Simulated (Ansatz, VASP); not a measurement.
## MoOs2 in VASP and in Ansatz

File INCAR:

```
SYSTEM = MoOs2
PREC = Accurate
ENCUT = 560
EDIFF = 1E-6
ISMEAR = 0
SIGMA = 0.1
LREAL = .FALSE.
LASPH = .TRUE.
NELM = 120
ALGO = Normal
ISIF = 2
LWAVE = .FALSE.
LCHARG = .TRUE.
GGA = PE
LELF = .TRUE.
LVHAR = .TRUE.
NBANDS = 55
GGA_COMPAT = .FALSE.
```

Contents of KPOINTS:

```
regular mesh
0
G
  4 4 6
  0 0 0
```

Contents of POSCAR:

```
MoOs2
1.0
    4.3301906026      0.0000000000      0.0000000000
    0.0000000000      5.2849642134      0.0000000000
    0.0000000000      0.0000000000      3.2992299547
Mo Os
2 4
Direct
    0.0000000000      0.0000000000      0.0000000000
    0.5000000000      0.5000000000      0.5000000000
    0.2004000000      0.3787000000      0.0000000000
    0.7996000000      0.6213000000      0.0000000000
    0.7004000000      0.1213000000      0.5000000000
    0.2996000000      0.8787000000      0.5000000000
```

Input for Ansatz:

```yaml
crystal:
  lattice:
    - [4.3301906026, 0.0, 0.0]
    - [0.0, 5.2849642134, 0.0]
    - [0.0, 0.0, 3.2992299547]
  atoms:
    - { symbol: Mo, position: [0.0, 0.0, 0.0] }
    - { symbol: Mo, position: [0.5, 0.5, 0.5] }
    - { symbol: Os, position: [0.2004, 0.3787, 0.0] }
    - { symbol: Os, position: [0.7996, 0.6213, 0.0] }
    - { symbol: Os, position: [0.7004, 0.1213, 0.5] }
    - { symbol: Os, position: [0.2996, 0.8787, 0.5] }
basis:
  ecutwfc: 420
kpoints:
  mp_grid: { grid: [4, 4, 6] }
hamiltonian:
  xc: pbe
scf:
  occupations: { method: gaussian, width: 0.1 }
  lower_state_search: "off"
output:
  forces: true
  stress: true
  eigenvalues: true
```

Alike in both runs: task single point; functional PBE; k mesh 4 × 4 × 6; occupations gaussian, width 0.1 eV; no spin polarisation.

|  | VASP | Ansatz |
| --- | --- | --- |
| version | VASP 6.6.1 | Ansatz 0.2.0 |
| potentials or method | VASP PAW PBE potentials, release 64 (Mo_sv, Os_sv_GW), cutoff 560 eV | scalar-relativistic, plane waves, PAW |
| valence electrons in the cell | 92 | 92 |

```csv
,VASP,Ansatz,Ansatz less VASP
gap on the k mesh at the Fermi level (eV),none,none,-
rms of the force components (eV/Å),1.258,1.212,-0.0462
```

Atom by atom the forces differ by 0.050 eV/Å (rms over components). A gap of «none» marks a metal or a gap that the smearing closes.

The k mesh is coarse, so the values compare programs but aren't converged. Neither program's run includes spin-orbit coupling.
